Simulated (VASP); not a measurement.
# Ca2O (P-4m2) in VASP: further runs

Runs on Ca2O. Level: PBE. Tasks: single point, relaxation of cell and atoms.

Program: VASP 6.6.1. These are calculated values, not measurements. Logs are shortened: lines on timing, memory, paths and dates and some standing lists are left out, and cuts for length are marked.

## Step 1: The cell of the first run

The structure is tetragonal, space group P-4m2 (No. 115). Conventional cell: a = 3.779 Å, b = 3.779 Å, c = 5.769 Å, α = 90.00°, β = 90.00°, γ = 90.00°. Within 3.0 Å of Ca (site symmetry 2mm) lie 2 O at 2.26 Å. O (site symmetry -4m2) has 4 Ca at 2.26 Å within 3.0 Å.

## Step 2: Single point, PBE

The input, INCAR:

```
PREC = Accurate
ENCUT = 520
EDIFF = 1E-7
ISMEAR = 0
SIGMA = 0.1
LREAL = F
LASPH = T
NELM = 100
ALGO = Normal
ISIF = 2
LWAVE = F
LCHARG = F
GGA = PE
NBANDS = 20
```

The input, KPOINTS:

```
regular mesh
0
Gamma
  12 12 8
```

The input, POSCAR:

```
Ca2O
1.0
    3.7787518236      0.0000000000      0.0000000000
    0.0000000000      3.7787518236      0.0000000000
    0.0000000000      0.0000000000      5.7694688623
Ca O
2 1
Direct
    0.0000000000      0.5000000000      0.7147478760
    0.5000000000      0.0000000000      0.2852521240
    0.5000000000      0.5000000000      0.5000000000
```

Potentials or basis: VASP PAW PBE potentials, release 64 (Ca_sv, O).

Run with:

```
$ cat potpaw_PBE.64/Ca_sv/POTCAR potpaw_PBE.64/O/POTCAR > POTCAR
$ mpirun -np 1 vasp_std > vasp.out
```

OUTCAR:

```text
PREC = Accurate
   ENCUT = 520
   EDIFF = 1E-7
   ISMEAR = 0
   LREAL = F
   LASPH = T
   NELM = 100
   ISIF = 2
   GGA = PE

 ion  position               nearest neighbor table
   1  0.000  0.500  0.715-   3 2.26   3 2.26
   2  0.500  0.000  0.285-   3 2.26   3 2.26
   3  0.500  0.500  0.500-   1 2.26   2 2.26   2 2.26   1 2.26

  LATTYP: Found a simple tetragonal cell.
 ALAT       =     3.7787518236
 C/A-ratio  =     1.5268186776

  Lattice vectors:

 A1 = (   3.7787518236,   0.0000000000,   0.0000000000)
 A2 = (   0.0000000000,   3.7787518236,   0.0000000000)
 A3 = (   0.0000000000,   0.0000000000,   5.7694688623)

Analysis of symmetry for initial positions (statically):
=====================================================================
 Subroutine PRICEL returns:
 Original cell was already a primitive cell.

 Routine SETGRP: Setting up the symmetry group for a
 simple tetragonal supercell.

 Subroutine GETGRP returns: Found  8 space group operations
 (whereof  8 operations were pure point group operations)
 out of a pool of 16 trial point group operations.

The static configuration has the point symmetry D_2d.

Analysis of symmetry for dynamics (positions and initial velocities):
=====================================================================
 Subroutine PRICEL returns:
 Original cell was already a primitive cell.

 Routine SETGRP: Setting up the symmetry group for a
 simple tetragonal supercell.

 Subroutine GETGRP returns: Found  8 space group operations
 (whereof  8 operations were pure point group operations)
 out of a pool of 16 trial point group operations.

The dynamic configuration has the point symmetry D_2d.

 Subroutine INISYM returns: Found  8 space group operations
 (whereof  8 operations are pure point group operations),
 and found     1 'primitive' translations

----------------------------------------------------------------------------------------

                                     Primitive cell

  volume of cell :      82.3820

  direct lattice vectors                    reciprocal lattice vectors
     3.778751824  0.000000000  0.000000000     0.264637649  0.000000000  0.000000000
     0.000000000  3.778751824  0.000000000     0.000000000  0.264637649  0.000000000
     0.000000000  0.000000000  5.769468862     0.000000000  0.000000000  0.173326180

  length of vectors
     3.778751824  3.778751824  5.769468862     0.264637649  0.264637649  0.173326180

  position of ions in fractional coordinates (direct lattice)
     0.000000000  0.500000000  0.714747876
     0.500000000  0.000000000  0.285252124
     0.500000000  0.500000000  0.500000000

  ion indices of the primitive-cell ions
   primitive index   ion index
                 1           1
                 2           2
                 3           3

----------------------------------------------------------------------------------------

 KPOINTS: regular mesh

Automatic generation of k-mesh.
 Grid dimensions read from file:
 generate k-points for:   12   12    8

 Generating k-lattice:

  Cartesian coordinates                     Fractional coordinates (reciprocal lattice)
     0.022053137  0.000000000  0.000000000     0.083333333  0.000000000  0.000000000
     0.000000000  0.022053137  0.000000000     0.000000000  0.083333333  0.000000000
     0.000000000  0.000000000  0.021665773     0.000000000  0.000000000  0.125000000

  Length of vectors
     0.022053137  0.022053137  0.021665773

  Shift w.r.t. Gamma in fractional coordinates (k-lattice)
     0.000000000  0.000000000  0.000000000

 Subroutine IBZKPT returns following result:
 ===========================================

 Found    140 irreducible k-points:

 Following reciprocal coordinates:
            Coordinates               Weight
  0.000000  0.000000  0.000000      1.000000
  0.083333  0.000000  0.000000      4.000000
  0.166667  0.000000  0.000000      4.000000
  0.250000  0.000000  0.000000      4.000000
  0.333333  0.000000  0.000000      4.000000
  0.416667  0.000000  0.000000      4.000000
[... 16 lines left out ...]
  0.333333  0.333333  0.000000      4.000000
  0.416667  0.333333  0.000000      8.000000
 [... further k-points ...]
   k-points           NKPTS =    140   k-points in BZ     NKDIM =    140   number of bands    NBANDS=     20
   number of dos      NEDOS =    301   number of ions     NIONS =      3
   total plane-waves  NPLWV =  37632
   dimension x,y,z NGX =    28 NGY =   28 NGZ =   48
   dimension x,y,z NGXF=    56 NGYF=   56 NGZF=   96
   ions per type =               2   1
   NGX,Y,Z   is equivalent  to a cutoff of  12.32, 12.32, 13.83 a.u.
   NGXF,Y,Z  is equivalent  to a cutoff of  24.64, 24.64, 27.66 a.u.
 SYSTEM =  unknown system
   PREC   = accura    normal or accurate (medium, high low for compatibility)
   ISTART =      0    job   : 0-new  1-cont  2-samecut
   ICHARG =      2    charge: 1-file 2-atom 10-const
   ISPIN  =      1    spin polarized calculation?
   LNONCOLLINEAR =      F non collinear calculations
   LSORBIT =      F    spin-orbit coupling
   LASPH  =      T    aspherical Exc in radial PAW
   ENCUT  =  520.0 eV  38.22 Ry    6.18 a.u.   7.03  7.03 10.73*2*pi/ulx,y,z
   NELM   =    100;   NELMIN=  2; NELMDL= -5     # of ELM steps
   EDIFF  = 0.1E-06   stopping-criterion for ELM
   LREAL  =      F    real-space projection
   EDIFFG = 0.1E-05   stopping-criterion for IOM
   NSW    =      0    number of steps for IOM
   IBRION =     -1    ionic relax: 0-MD 1-quasi-New 2-CG
   NFREE  =      0    steps in history (QN), initial steepest desc. (CG)
   ISIF   =      2    stress and relaxation
   ISYM   =      2    0-nonsym 1-usesym 2-fastsym
   POTIM  = 0.5000    time-step for ionic-motion
   TEBEG  =    0.0;   TEEND  =   0.0 temperature during run
   PSTRESS=    0.0 pullay stress
   NELECT =      26.0000    total number of electrons
   NUPDOWN=      -1.0000    fix difference up-down
   EMIN   =  10.00;   EMAX   =-10.00  energy-range for DOS
   EFERMI =   0.00;   METHOD = LEGACY
   ISMEAR =     0;   SIGMA  =   0.10  broadening in eV -4-tet -1-fermi 0-gaus
   EFERMI_NEDOS =   21; number of points for ismear=-14 and -15
   IALGO  =     38    algorithm
   IMIX   =      4    mixing-type and parameters
     AMIX     =   0.40;   BMIX     =  1.00
     AMIX_MAG =   1.60;   BMIX_MAG =  1.00
  volume/ion in A,a.u.               =      27.46       185.31
  Fermi-wavevector in a.u.,A,eV,Ry     =   1.114607  2.106302 16.903180  1.242349
  Thomas-Fermi vector in A             =   2.251204
   LORBIT       =      0    0 simple, 1 ext, 2 COOP (PROOUT), +10 PAW based schemes
   GGA     = PE    functional components
   LHFCALC =     F    Hartree Fock is set to
   AEXX    =    0.0000 exact exchange contribution
   IVDW    =     0    specifies the selected vdW correction
   LEPSILON=     F    determine dielectric tensor
   LRPA    =     F    only Hartree local field effects (RPA)
 non-spin polarized calculation
 Gauss-broadening in eV      SIGMA  =   0.10
  energy-cutoff  :      520.00
  volume of cell :       82.38
 maximum number of plane-waves:      2252
   NGX = 15   NGY = 15   NGZ = 21

 number of electron      25.9999999 magnetization

 Free energy of the ion-electron system (eV)
  ---------------------------------------------------
  ext. energy  EPLUGINS =         0.00000000
  ---------------------------------------------------
  free energy    TOTEN  =       -14.16479765 eV

  energy without entropy =      -14.15856750  energy(sigma->0) =      -14.16168258

 E-fermi :   2.6230     XC(G=0):  -8.1396

 val. band max:        2.6115549402   @ k =   0.1667   0.0833   0.2500
 cond. band min:       2.6340478273   @ k =   0.5000   0.2500   0.2500
 fundamental gap:      0.0224928871
 Fermi energy:         2.6230311685

 k-point     1 :       0.0000    0.0000    0.0000
  band No.  band energies     occupation
      1     -38.7603      2.00000
      2     -38.7260      2.00000
      3     -20.0770      2.00000
      4     -19.8309      2.00000
      5     -19.8309      2.00000
      6     -19.7101      2.00000
[... 12 lines left out ...]
     19       6.5944      0.00000
     20       7.1092      0.00000

 k-point     2 :       0.0833    0.0000    0.0000
  band No.  band energies     occupation
      1     -38.7591      2.00000
      2     -38.7259      2.00000
      3     -20.0766      2.00000
      4     -19.8397      2.00000
      5     -19.8295      2.00000
      6     -19.7127      2.00000
[... 12 lines left out ...]
     19       6.6544      0.00000
     20       7.1149      0.00000

 k-point     3 :       0.1667    0.0000    0.0000
  band No.  band energies     occupation
      1     -38.7557      2.00000
      2     -38.7259      2.00000
      3     -20.0775      2.00000
      4     -19.8636      2.00000
      5     -19.8258      2.00000
      6     -19.7237      2.00000
[... 12 lines left out ...]
     19       6.6547      0.00000
     20       6.9074      0.00000

 k-point     4 :       0.2500    0.0000    0.0000
  band No.  band energies     occupation
      1     -38.7507      2.00000
      2     -38.7263      2.00000
      3     -20.0851      2.00000
      4     -19.8953      2.00000
      5     -19.8207      2.00000
      6     -19.7474      2.00000
[... 12 lines left out ...]
     19       6.5319      0.00000
     20       6.8416      0.00000

 k-point     5 :       0.3333    0.0000    0.0000
  band No.  band energies     occupation
      1     -38.7449      2.00000
      2     -38.7275      2.00000
      3     -20.1026      2.00000
      4     -19.9254      2.00000
      5     -19.8154      2.00000
      6     -19.7692      2.00000
[... 12 lines left out ...]
     19       6.4175      0.00000
     20       6.7866      0.00000
[... 353 lines left out ...]
      6     -19.7819      2.00000
[... 12 lines left out ...]
     19       6.9348      0.00000
     20       7.0223      0.00000

 k-point    22 :       0.5000    0.2500    0.0000
  band No.  band energies     occupation
      1     -38.7301      2.00000
      2     -38.7286      2.00000
      3     -20.1594      2.00000
      4     -19.9518      2.00000
      5     -19.8500      2.00000
      6     -19.7809      2.00000
[... 12 lines left out ...]
     19       6.9905      0.00000
     20       7.0695      0.00000

 k-point    23 :       0.3333    0.3333    0.0000
  band No.  band energies     occupation
      1     -38.7336      2.00000
      2     -38.7250      2.00000
      3     -20.1517      2.00000
      4     -19.9394      2.00000
      5     -19.8624      2.00000
      6     -19.7843      2.00000
[... 12 lines left out ...]
     19       6.8654      0.00000
     20       7.0185      0.00000

 k-point    24 :       0.4167    0.3333    0.0000
  band No.  band energies     occupation
      1     -38.7299      2.00000
      2     -38.7254      2.00000
      3     -20.1745      2.00000
      4     -19.9527      2.00000
      5     -19.8620      2.00000
      6     -19.7861      2.00000
[... 12 lines left out ...]
     19       6.9473      0.00000
     20       7.0707      0.00000

 [... further k-points ...]

------------------------ aborting loop because EDIFF is reached ----------------------------------------

  FORCE on cell =-STRESS in cart. coord.  units (eV):
  Direction    XX          YY          ZZ          XY          YZ          ZX
  --------------------------------------------------------------------------------------
  -------------------------------------------------------------------------------------
  Total        0.1024998      0.1024998      0.1119579      0.0000000      0.0000000      0.0000000
  in kB        1.9934310      1.9934310      2.1773734      0.0000000      0.0000000      0.0000000
  external PRESSURE =       2.0547452 kB  Pullay stress =       0.0000000 kB

 VOLUME and BASIS-vectors are now :
 -----------------------------------------------------------------------------
  energy-cutoff  :      520.00
  volume of cell :       82.38
      direct lattice vectors                 reciprocal lattice vectors
     3.778751824  0.000000000  0.000000000     0.264637649  0.000000000  0.000000000
     0.000000000  3.778751824  0.000000000     0.000000000  0.264637649  0.000000000
     0.000000000  0.000000000  5.769468862     0.000000000  0.000000000  0.173326180

 POSITION                                       TOTAL-FORCE (eV/Angst)
 -----------------------------------------------------------------------------------
      0.00000      1.88938      4.12372         0.000000      0.000000      0.059038
      1.88938      0.00000      1.64575        -0.000000      0.000000     -0.059038
      1.88938      1.88938      2.88473        -0.000000     -0.000000      0.000000
 -----------------------------------------------------------------------------------
    total drift:                                0.000000     -0.000000     -0.000000

  FREE ENERGIE OF THE ION-ELECTRON SYSTEM (eV)
  ---------------------------------------------------
  free  energy   TOTEN  =       -14.1647976527 eV

  energy  without entropy=      -14.1585674979  energy(sigma->0) =      -14.16168258
```

It took 3.4 min on 1 thread of Oxide Virtual Turin-like, shared host; peak memory 0.3 GiB.

Results:

| Quantity | Value |
| --- | --- |
| Free energy | -14.1648 eV |
| Pressure | 0.2 GPa |
| Largest force | 0.059 eV/Å |
| Band gap on the k mesh | zero (band 13 reaches 3.33 eV, above the bottom of band 14 at 1.35 eV) |

Forces on the atoms (eV/Å):
```
Ca   0.000  0.000  0.059
Ca   0.000  0.000 -0.059
O    0.000  0.000  0.000
```

## Step 3: Relaxation of cell and atoms, PBE

The input, INCAR:

```
PREC = Accurate
ENCUT = 600
EDIFF = 1E-6
ISMEAR = 0
SIGMA = 0.1
LREAL = F
LASPH = T
NELM = 100
ALGO = Normal
ISIF = 3
LWAVE = F
LCHARG = F
GGA = PE
IBRION = 2
NSW = 100
EDIFFG = -0.01
```

KPOINTS is that of step 2.

The input, POSCAR:

```
Ca2O
1.0
    3.7807258588      0.0000000000      0.0000000000
    0.0000000000      3.7807258588      0.0000000000
    0.0000000000      0.0000000000      5.7541007372
Ca O
2 1
Direct
    0.0000000000      0.5000000000      0.7153778347
    0.5000000000      0.0000000000      0.2846221653
    0.5000000000      0.5000000000      0.5000000000
```

Potentials or basis: VASP PAW PBE potentials, release 64 (Ca_sv, O).

Run with:

```
$ cat potpaw_PBE.64/Ca_sv/POTCAR potpaw_PBE.64/O/POTCAR > POTCAR
$ mpirun -np 1 vasp_std > vasp.out
```

Run time: 12 min. Hardware: 1 thread of Oxide Virtual Turin-like, shared host; peak memory 0.35 GiB.

It converged, with:

| Property | Result |
| --- | --- |
| Free energy | -14.1680 eV |
| Relaxed volume | 27.49 Å³/atom |
| Relaxed cell | a = 3.778 Å, b = 3.778 Å, c = 5.776 Å, α = 90.00°, β = 90.00°, γ = 90.00° |
| Space group after relaxing (to 0.05 Å) | P-4m2 (No. 115) |
| Energy gained by relaxing | 0.1 meV/atom |
| Ionic steps | 6 |
| Pressure after relaxing | 0.0 GPa |
| Largest force after relaxing | 0.006 eV/Å |
| Band gap on the k mesh | zero (band 13 reaches 3.34 eV, above the bottom of band 14 at 1.36 eV) |

Forces in eV/Å, atoms in the order of the input:
```
Ca   0.000  0.000  0.006
Ca   0.000  0.000 -0.006
O    0.000  0.000  0.000
```

The path:
| step | energy change (eV) | largest force (eV/Å) | pressure (GPa) | volume (Å³) |
| --- | --- | --- | --- | --- |
| 1 | 0.0000 | 0.0409 | 0.16 | 82.25 |
| 2 | -0.0002 | 0.0075 | -0.04 | 82.58 |
| 3 | -0.0002 | 0.0089 | -0.03 | 82.56 |
| 4 | -0.0002 | 0.0079 | -0.03 | 82.57 |
| 5 | -0.0003 | 0.0081 | -0.03 | 82.54 |
| 6 | -0.0004 | 0.0063 | -0.02 | 82.46 |

Final structure:
```
CELL_PARAMETERS angstrom
3.77834 0.00000 0.00000
0.00000 3.77834 0.00000
0.00000 0.00000 5.77590
ATOMIC_POSITIONS crystal
Ca 0.00000 0.50000 0.71608
Ca 0.50000 0.00000 0.28392
O 0.50000 0.50000 0.50000
```

Levels at points of the mesh, in eV from the Fermi level:
```tsv
k point	band 11	band 12	band 13	band 14	band 15	band 16
(0.00, 0.00, 0.00)	-3.90	-3.90	-2.95	0.59	0.67	3.62
(0.50, 0.00, 0.00)	-4.00	-3.92	-0.52	-0.22	0.94	2.79
(0.50, 0.50, 0.00)	-4.35	-3.43	0.62	1.23	1.23	1.32
(0.00, 0.00, 0.50)	-3.90	-3.90	-1.70	-1.26	1.66	2.68
(0.50, 0.00, 0.50)	-4.06	-3.93	-0.57	0.27	0.80	2.65
(0.50, 0.50, 0.50)	-4.29	-3.44	0.72	1.10	1.35	1.35
```
